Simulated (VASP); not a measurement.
# TaN (P-62m) in VASP: notebook

Runs on TaN. Level: PBEsol. Tasks: single point.

All numbers are computed with VASP 6.6.1; they aren't measurements. Logs are shortened: lines on timing, memory, paths and dates and some standing lists are left out, and cuts for length are marked.

## (1) The cell of the first run

The structure is hexagonal, space group P-62m (No. 189). The conventional cell has a = 5.230 Å, b = 5.230 Å, c = 2.930 Å, α = 90.00°, β = 90.00°, γ = 120.00°. Ta (site symmetry -6) has 6 N at 2.18 Å within 2.9 Å. Ta (site symmetry -62m) has 3 N at 2.05 Å within 2.7 Å. Within 2.7 Å of N (site symmetry m2m) lie 5 Ta at 2.05 to 2.18 Å.

## (2) Single point, PBEsol

The input, INCAR:

```
PREC     = Accurate       # precision mode
ENCUT    = 520            # plane-wave cutoff, eV
EDIFF    = 1E-6           # SCF threshold, eV
ISMEAR   = -1             # smearing method
SIGMA    = 0.1            # smearing width, eV
LREAL    = F              # projectors in reciprocal space
LASPH    = T              # aspherical terms in the spheres
NELM     = 100            # most SCF steps
ALGO     = Normal         # electronic algorithm
ISIF     = 2              # what is computed and relaxed
LWAVE    = F              # write WAVECAR
LCHARG   = F              # write CHGCAR
GGA      = PS             # functional
NBANDS   = 33             # bands
```

The input, KPOINTS:

```
regular mesh
0
Gamma
  5 5 8
```

The input, POSCAR:

```
TaN
1.0
    5.2304115989      0.0000000000      0.0000000000
   -2.6152057994      4.5296693188      0.0000000000
    0.0000000000      0.0000000000      2.9302787075
Ta N
3 3
Direct
    0.3333333333      0.6666666667      0.5000000000
    0.6666666667      0.3333333333      0.5000000000
    0.0000000000      0.0000000000      0.0000000000
    0.3928500000      0.0000000000      0.0000000000
    0.6071500000      0.6071500000      0.0000000000
    0.0000000000      0.3928500000      0.0000000000
```

Potentials or basis: VASP PAW PBE potentials, release 64 (Ta_pv, N).

Run with:

```bash
$ cat potpaw_PBE.64/Ta_pv/POTCAR potpaw_PBE.64/N/POTCAR > POTCAR
$ mpirun -np 1 vasp_std > vasp.out
```

OUTCAR:

```text
PREC = Accurate
   ENCUT = 520
   EDIFF = 1E-6
   ISMEAR = -1
   LREAL = F
   LASPH = T
   NELM = 100
   ISIF = 2
   GGA = PS

 ion  position               nearest neighbor table
   1  0.333  0.667  0.500-   5 2.18   5 2.18   4 2.18   4 2.18   6 2.18   6 2.18   2 3.02   2 3.02
                             2 3.02   3 3.36   3 3.36   3 3.36   3 3.36   3 3.36   3 3.36
   2  0.667  0.333  0.500-   6 2.18   6 2.18   4 2.18   4 2.18   5 2.18   5 2.18   1 3.02   1 3.02
                             1 3.02   3 3.36   3 3.36   3 3.36   3 3.36   3 3.36   3 3.36
   3  0.000  0.000  0.000-   4 2.05   6 2.05   5 2.05   2 3.36   1 3.36   1 3.36   2 3.36   2 3.36
                             2 3.36   1 3.36   1 3.36   2 3.36   2 3.36   1 3.36   1 3.36
   4  0.393  0.000  0.000-   3 2.05   1 2.18   1 2.18   2 2.18   2 2.18
   5  0.607  0.607  0.000-   3 2.05   1 2.18   1 2.18   2 2.18   2 2.18
   6  0.000  0.393  0.000-   3 2.05   2 2.18   2 2.18   1 2.18   1 2.18

  LATTYP: Found a hexagonal cell.
 ALAT       =     5.2304115989
 C/A-ratio  =     0.5602386451

  Lattice vectors:

 A1 = (   5.2304115989,   0.0000000000,   0.0000000000)
 A2 = (  -2.6152057994,   4.5296693188,   0.0000000000)
 A3 = (   0.0000000000,   0.0000000000,   2.9302787075)

Analysis of symmetry for initial positions (statically):
=====================================================================
 Subroutine PRICEL returns:
 Original cell was already a primitive cell.

 Routine SETGRP: Setting up the symmetry group for a
 hexagonal supercell.

 Subroutine GETGRP returns: Found 12 space group operations
 (whereof 12 operations were pure point group operations)
 out of a pool of 24 trial point group operations.

The static configuration has the point symmetry D_3h.

Analysis of symmetry for dynamics (positions and initial velocities):
=====================================================================
 Subroutine PRICEL returns:
 Original cell was already a primitive cell.

 Routine SETGRP: Setting up the symmetry group for a
 hexagonal supercell.

 Subroutine GETGRP returns: Found 12 space group operations
 (whereof 12 operations were pure point group operations)
 out of a pool of 24 trial point group operations.

The dynamic configuration has the point symmetry D_3h.

 Subroutine INISYM returns: Found 12 space group operations
 (whereof 12 operations are pure point group operations),
 and found     1 'primitive' translations

----------------------------------------------------------------------------------------

                                     Primitive cell

  volume of cell :      69.4243

  direct lattice vectors                    reciprocal lattice vectors
     5.230411599  0.000000000  0.000000000     0.191189542  0.110383334  0.000000000
    -2.615205799  4.529669319  0.000000000     0.000000000  0.220766667  0.000000000
     0.000000000  0.000000000  2.930278707     0.000000000  0.000000000  0.341264467

  length of vectors
     5.230411599  5.230411601  2.930278707     0.220766667  0.220766667  0.341264467

  position of ions in fractional coordinates (direct lattice)
     0.333333333  0.666666667  0.500000000
     0.666666667  0.333333333  0.500000000
     0.000000000  0.000000000  0.000000000
     0.392850000  0.000000000  0.000000000
     0.607150000  0.607150000  0.000000000
     0.000000000  0.392850000  0.000000000

  ion indices of the primitive-cell ions
   primitive index   ion index
                 1           1
                 2           2
                 3           3
                 4           4
                 5           5
                 6           6

----------------------------------------------------------------------------------------

 KPOINTS: regular mesh

Automatic generation of k-mesh.
 Grid dimensions read from file:
 generate k-points for:    5    5    8

 Generating k-lattice:

  Cartesian coordinates                     Fractional coordinates (reciprocal lattice)
     0.038237908  0.022076667  0.000000000     0.200000000 -0.000000000  0.000000000
     0.000000000  0.044153333  0.000000000     0.000000000  0.200000000  0.000000000
     0.000000000  0.000000000  0.042658058     0.000000000  0.000000000  0.125000000

  Length of vectors
     0.044153333  0.044153333  0.042658058

  Shift w.r.t. Gamma in fractional coordinates (k-lattice)
     0.000000000  0.000000000  0.000000000

 Subroutine IBZKPT returns following result:
 ===========================================

 Found     25 irreducible k-points:

 Following reciprocal coordinates:
            Coordinates               Weight
  0.000000  0.000000  0.000000      1.000000
  0.200000  0.000000  0.000000      6.000000
  0.400000  0.000000  0.000000      6.000000
  0.200000  0.200000  0.000000      6.000000
  0.400000  0.200000  0.000000      6.000000
  0.000000  0.000000  0.125000      2.000000
[... 16 lines left out ...]
  0.400000  0.000000  0.500000      6.000000
  0.200000  0.200000  0.500000      6.000000
   k-points           NKPTS =     25   k-points in BZ     NKDIM =     25   number of bands    NBANDS=     33
   number of dos      NEDOS =    301   number of ions     NIONS =      6
   total plane-waves  NPLWV =  38400
   dimension x,y,z NGX =    40 NGY =   40 NGZ =   24
   dimension x,y,z NGXF=    80 NGYF=   80 NGZF=   48
   ions per type =               3   3
   NGX,Y,Z   is equivalent  to a cutoff of  12.71, 12.71, 13.62 a.u.
   NGXF,Y,Z  is equivalent  to a cutoff of  25.43, 25.43, 27.23 a.u.
 SYSTEM =  unknown system
   PREC   = accura    normal or accurate (medium, high low for compatibility)
   ISTART =      0    job   : 0-new  1-cont  2-samecut
   ICHARG =      2    charge: 1-file 2-atom 10-const
   ISPIN  =      1    spin polarized calculation?
   LNONCOLLINEAR =      F non collinear calculations
   LSORBIT =      F    spin-orbit coupling
   LASPH  =      T    aspherical Exc in radial PAW
   ENCUT  =  520.0 eV  38.22 Ry    6.18 a.u.   9.73  9.73  5.45*2*pi/ulx,y,z
   NELM   =    100;   NELMIN=  2; NELMDL= -5     # of ELM steps
   EDIFF  = 0.1E-05   stopping-criterion for ELM
   LREAL  =      F    real-space projection
   EDIFFG = 0.1E-04   stopping-criterion for IOM
   NSW    =      0    number of steps for IOM
   IBRION =     -1    ionic relax: 0-MD 1-quasi-New 2-CG
   NFREE  =      0    steps in history (QN), initial steepest desc. (CG)
   ISIF   =      2    stress and relaxation
   ISYM   =      2    0-nonsym 1-usesym 2-fastsym
   POTIM  = 0.5000    time-step for ionic-motion
   TEBEG  =    0.0;   TEEND  =   0.0 temperature during run
   PSTRESS=    0.0 pullay stress
   NELECT =      48.0000    total number of electrons
   NUPDOWN=      -1.0000    fix difference up-down
   EMIN   =  10.00;   EMAX   =-10.00  energy-range for DOS
   EFERMI =   0.00;   METHOD = LEGACY
   ISMEAR =    -1;   SIGMA  =   0.10  broadening in eV -4-tet -1-fermi 0-gaus
   EFERMI_NEDOS =   21; number of points for ismear=-14 and -15
   IALGO  =     38    algorithm
   IMIX   =      4    mixing-type and parameters
     AMIX     =   0.40;   BMIX     =  1.00
     AMIX_MAG =   1.60;   BMIX_MAG =  1.00
  volume/ion in A,a.u.               =      11.57        78.08
  Fermi-wavevector in a.u.,A,eV,Ry     =   1.447610  2.735586 28.512012  2.095574
  Thomas-Fermi vector in A             =   2.565545
   LORBIT       =      0    0 simple, 1 ext, 2 COOP (PROOUT), +10 PAW based schemes
   GGA     = PS    functional components
   LHFCALC =     F    Hartree Fock is set to
   AEXX    =    0.0000 exact exchange contribution
   IVDW    =     0    specifies the selected vdW correction
   LEPSILON=     F    determine dielectric tensor
   LRPA    =     F    only Hartree local field effects (RPA)
 non-spin polarized calculation
  energy-cutoff  :      520.00
  volume of cell :       69.42
 maximum number of plane-waves:      1895
 NGX is ok and might be reduce to    40
   NGX = 19   NGY = 19   NGZ = 11

 number of electron      48.0000002 magnetization

 Free energy of the ion-electron system (eV)
  ---------------------------------------------------
  ext. energy  EPLUGINS =         0.00000000
  ---------------------------------------------------
  free energy    TOTEN  =       -71.40302987 eV

  energy without entropy =      -71.37608260  energy(sigma->0) =      -71.38955624

 E-fermi :   8.0685     XC(G=0): -13.0550

 val. band max:        7.8858653072   @ k =   0.2000   0.0000   0.1250
 cond. band min:       8.1868063451   @ k =   0.2000   0.0000   0.2500
 fundamental gap:      0.3009410380
 Fermi energy:         8.0684604236

 k-point     1 :       0.0000    0.0000    0.0000
  band No.  band energies     occupation
      1     -28.2155      2.00000
      2     -28.2155      2.00000
      3     -27.8797      2.00000
      4     -27.8797      2.00000
      5     -27.7205      2.00000
      6     -27.6209      2.00000
[... 25 lines left out ...]
     32      11.0472      0.00000
     33      11.0472      0.00000

 k-point     2 :       0.2000    0.0000    0.0000
  band No.  band energies     occupation
      1     -28.2429      2.00000
      2     -28.2028      2.00000
      3     -27.8645      2.00000
      4     -27.8446      2.00000
      5     -27.7116      2.00000
      6     -27.6291      2.00000
[... 25 lines left out ...]
     32      11.1808      0.00000
     33      11.3277      0.00000

 k-point     3 :       0.4000    0.0000    0.0000
  band No.  band energies     occupation
      1     -28.2798      2.00000
      2     -28.1385      2.00000
      3     -27.9156      2.00000
      4     -27.7943      2.00000
      5     -27.6914      2.00000
      6     -27.6482      2.00000
[... 25 lines left out ...]
     32      11.6447      0.00000
     33      11.8991      0.00000

 k-point     4 :       0.2000    0.2000    0.0000
  band No.  band energies     occupation
      1     -28.2589      2.00000
      2     -28.1714      2.00000
      3     -27.9038      2.00000
      4     -27.7998      2.00000
      5     -27.6965      2.00000
      6     -27.6434      2.00000
[... 673 lines left out ...]
     32      12.1892      0.00000
     33      12.2794      0.00000

 k-point    23 :       0.4000    0.0000    0.5000
  band No.  band energies     occupation
      1     -28.4855      2.00000
      2     -28.3898      2.00000
      3     -28.1033      2.00000
      4     -28.0169      2.00000
      5     -27.8095      2.00000
      6     -27.6984      2.00000
[... 25 lines left out ...]
     32      12.8319      0.00000
     33      13.1259      0.00000

 k-point    24 :       0.2000    0.2000    0.5000
  band No.  band energies     occupation
      1     -28.4899      2.00000
      2     -28.3831      2.00000
      3     -28.1123      2.00000
      4     -28.0062      2.00000
      5     -27.8111      2.00000
      6     -27.6970      2.00000
[... 25 lines left out ...]
     32      12.6945      0.00000
     33      13.0735      0.00000

 [... further k-points ...]
[... 5 lines left out ...]
  --------------------------------------------------------------------------------------
  -------------------------------------------------------------------------------------
  Total       -3.6100195     -3.6100195     -4.5558054     -0.0000000      0.0000000      0.0000000
  in kB      -83.3122446    -83.3122447   -105.1391485     -0.0000000      0.0000000      0.0000000
  external PRESSURE =     -90.5878792 kB  Pullay stress =       0.0000000 kB

 VOLUME and BASIS-vectors are now :
 -----------------------------------------------------------------------------
  energy-cutoff  :      520.00
  volume of cell :       69.42
      direct lattice vectors                 reciprocal lattice vectors
     5.230411599  0.000000000  0.000000000     0.191189542  0.110383334  0.000000000
    -2.615205799  4.529669319  0.000000000     0.000000000  0.220766667  0.000000000
     0.000000000  0.000000000  2.930278707     0.000000000  0.000000000  0.341264467

 POSITION                                       TOTAL-FORCE (eV/Angst)
 -----------------------------------------------------------------------------------
     -0.00000      3.01978      1.46514         0.000000      0.000000      0.000000
      2.61521      1.50989      1.46514         0.000000      0.000000      0.000000
      0.00000      0.00000      0.00000         0.000000      0.000000      0.000000
      2.05477      0.00000      0.00000        -0.085799     -0.000000     -0.000000
      1.58782      2.75019      0.00000         0.042900      0.074304      0.000000
     -1.02738      1.77948      0.00000         0.042900     -0.074304     -0.000000
 -----------------------------------------------------------------------------------
    total drift:                               -0.000001     -0.000003      0.000000

  FREE ENERGIE OF THE ION-ELECTRON SYSTEM (eV)
  ---------------------------------------------------
  free  energy   TOTEN  =       -71.4030298735 eV

  energy  without entropy=      -71.3760826018  energy(sigma->0) =      -71.38955624
```

Run time: 26 s. Hardware: 1 thread of Intel Xeon 6975P-C (Granite Rapids), shared host; peak memory 0.21 GiB.

Results:

```yaml
Free_energy: -71.4030 eV
Pressure: -9.1 GPa
Largest_force: 0.086 eV/Å
Band_gap_on_the_k_mesh: zero (band 24 reaches 9.82 eV, above the bottom of band 25 at 6.77 eV)
```

Forces in eV/Å, atoms in the order of the input:
```
Ta   0.000  0.000  0.000
Ta   0.000  0.000  0.000
Ta   0.000  0.000  0.000
N   -0.086  0.000  0.000
N    0.043  0.074  0.000
N    0.043 -0.074  0.000
```

Stress tensor (GPa, compression positive):
```
 -8.33   0.00   0.00
  0.00  -8.33   0.00
  0.00   0.00 -10.51
```

Caveat: the PAW data sets were made with another functional, which shifts forces and pressure a little; spin-orbit coupling is left out, which moves the levels of the heavy elements.

## (3) Single point, PBEsol

This run uses another cell than the first one, of 11.80 Å³/atom, 1.020 times its volume.

The input, INCAR:

```
SYSTEM = TaN
  ALGO = Normal
  EDIFF = 1E-6
  ENCUT = 520
  GGA = PS
  ISIF = 2
  ISMEAR = -1
  LASPH = .TRUE.
  LCHARG = .FALSE.
  LREAL = .FALSE.
  LWAVE = .FALSE.
  NBANDS = 33
  NELM = 60
  PREC = Accurate
  SIGMA = 0.1
```

The input, KPOINTS:

```
k-points
0
G
  5 5 8
  0 0 0
```

POSCAR, as its differences from that of step 2:

```diff
@@ -2,5 +2,5 @@
 1.0
-    5.2304115989      0.0000000000      0.0000000000
-   -2.6152057994      4.5296693188      0.0000000000
-    0.0000000000      0.0000000000      2.9302787075
+    5.2643762622      0.0000000000      0.0000000000
+   -2.6321881311      4.5590835801      0.0000000000
+    0.0000000000      0.0000000000      2.9493070245
 Ta N
```

Potentials or basis: VASP PAW PBE potentials, release 64 (Ta_pv, N).

Run with:

```bash
$ cat potpaw_PBE.64/Ta_pv/POTCAR potpaw_PBE.64/N/POTCAR > POTCAR
$ mpirun -np 1 vasp_std > vasp.out
```

It took 24 s on 1 thread of Intel Xeon 6975P-C (Granite Rapids), shared host; peak memory 0.21 GiB.

It converged, with:

```
Free energy            : -71.3033 eV
Pressure               : -14.6 GPa
Largest force          : 0.164 eV/Å
Band gap on the k mesh : zero (band 24 reaches 9.57 eV, above the bottom of band 25 at 6.57 eV)
```

Forces on the atoms (eV/Å):
```
Ta   0.000  0.000  0.000
Ta   0.000  0.000  0.000
Ta   0.000  0.000  0.000
N   -0.164  0.000  0.000
N    0.082  0.142  0.000
N    0.082 -0.142  0.000
```

Stress tensor (GPa, compression positive):
```
-13.77   0.00   0.00
  0.00 -13.77   0.00
  0.00   0.00 -16.19
```

Levels at points of the mesh, in eV from the Fermi level:
| k point | band 20 | band 21 | band 22 | band 23 | band 24 | band 25 | band 26 | band 27 | band 28 | band 29 |
| --- | --- | --- | --- | --- | --- | --- | --- | --- | --- | --- |
| (0.00, 0.00, 0.00) | -4.94 | -4.20 | -3.34 | -1.96 | -0.96 | -0.96 | 0.45 | 0.45 | 1.63 | 1.69 |
| (0.00, 0.00, 0.50) | -4.42 | -4.33 | -2.85 | -2.85 | 1.71 | 1.71 | 1.81 | 1.96 | 1.96 | 3.01 |

Caveat: the PAW data sets were made with another functional, which shifts forces and pressure a little; spin-orbit coupling is left out, which moves the levels of the heavy elements.

(Part 1 of 2 ends here.)
